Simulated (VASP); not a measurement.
**Sn2H: relaxation of cell and atoms with PBE**

The system is Sn2H.

```xyz
6
Lattice="3.4787 0.0000 0.0000 -1.7393 3.0126 0.0000 0.0000 0.0000 12.5522" Properties=species:S:1:pos:R:3 pbc="T T T"
Sn    0.0000    0.0000    9.3145
Sn    0.0000    0.0000    3.2377
Sn    0.0000    0.0000    6.2761
Sn    0.0000    0.0000    0.0000
H     0.0000    2.0084    6.2761
H     1.7393    1.0042    6.2761
```

The cell was generated, and may not be a known phase.

```
Program                : VASP 6.6.1
Task                   : relaxation of cell and atoms
Functional             : PBE
Potentials or basis    : VASP PAW PBE potentials, release 64 (Sn_d, H)
Cutoff                 : 600 eV
k mesh                 : 12 × 12 × 4
Occupations            : gaussian, width 0.1 eV
Spin                   : no spin polarisation
Dipole correction      : no
Further INCAR settings : ALGO = Normal; EDIFF = 1e-06; IBRION = 2; EDIFFG = -0.01; NSW = 100; ISIF = 3
```

```json
{
 "Relaxed volume": "21.65 Å³/atom",
 "Relaxed cell": "a = 3.504 Å, b = 3.504 Å, c = 12.216 Å, α = 90.00°, β = 90.00°, γ = 120.00°",
 "Space group after relaxing (to 0.1 Å)": "P6/mmm (No. 191)",
 "Energy gained by relaxing": "8.1 meV/atom",
 "Ionic steps": "9",
 "Pressure after relaxing": "0.0 GPa",
 "Largest force after relaxing": "0.004 eV/Å",
 "Band gap on the k mesh": "zero (bands 29 and 30 overlap by 6.03 eV)"
}
```

Forces in eV/Å, atoms in the order of the input:
```
Sn   0.000  0.000  0.004
Sn   0.000  0.000 -0.004
Sn   0.000  0.000  0.000
Sn   0.000  0.000  0.000
H    0.000  0.000  0.000
H    0.000  0.000  0.000
```

The path:
| step | energy change (eV) | largest force (eV/Å) | pressure (GPa) | volume (Å³) |
| --- | --- | --- | --- | --- |
| 1 | 0.0000 | 0.1718 | -0.18 | 131.55 |
| 2 | -0.0340 | 0.1943 | -0.21 | 131.04 |
| 3 | -0.0388 | 0.2001 | -0.16 | 130.76 |
| 4 | -0.0432 | 0.1494 | -0.06 | 130.23 |
| 5 | -0.0472 | 0.0522 | 0.24 | 129.23 |
| 6 | -0.0472 | 0.0414 | 0.24 | 129.12 |
| 7 | -0.0483 | 0.0065 | -0.03 | 129.95 |
| 8 | -0.0483 | 0.0112 | -0.01 | 129.88 |
| 9 | -0.0484 | 0.0043 | -0.02 | 129.88 |

Final structure:
```
Sn H
1.0
     3.50394    0.00000    0.00000
    -1.75197    3.03450    0.00000
     0.00000    0.00000   12.21552
Sn H
4 2
Direct
  0.00000 0.00000 0.74665
  0.00000 0.00000 0.25335
  0.00000 0.00000 0.50000
  0.00000 0.00000 0.00000
  0.33333 0.66667 0.50000
  0.66667 0.33333 0.50000
```

Levels at points of the mesh, in eV from the Fermi level:
```csv
k point,band 26,band 27,band 28,band 29,band 30,band 31,band 32,band 33
"(0.00, 0.00, 0.00)",-0.31,0.11,0.50,4.71,4.71,5.32,5.78,5.78
"(0.50, 0.00, 0.00)",-3.37,-2.77,-1.71,-1.66,0.05,1.79,2.87,3.01
"(0.00, 0.00, 0.50)",-2.73,0.50,2.65,3.45,4.79,4.79,5.40,5.40
"(0.50, 0.00, 0.50)",-3.45,-2.55,-1.85,-0.68,-0.10,0.87,1.82,2.75
```

Run time: 14 min on 1 thread of Intel(R) Xeon(R) 6975P-C (Granite Rapids), on a shared host, peak memory 0.43 GiB.

Caveat: spin-orbit coupling is left out, which moves the levels of the heavy elements.
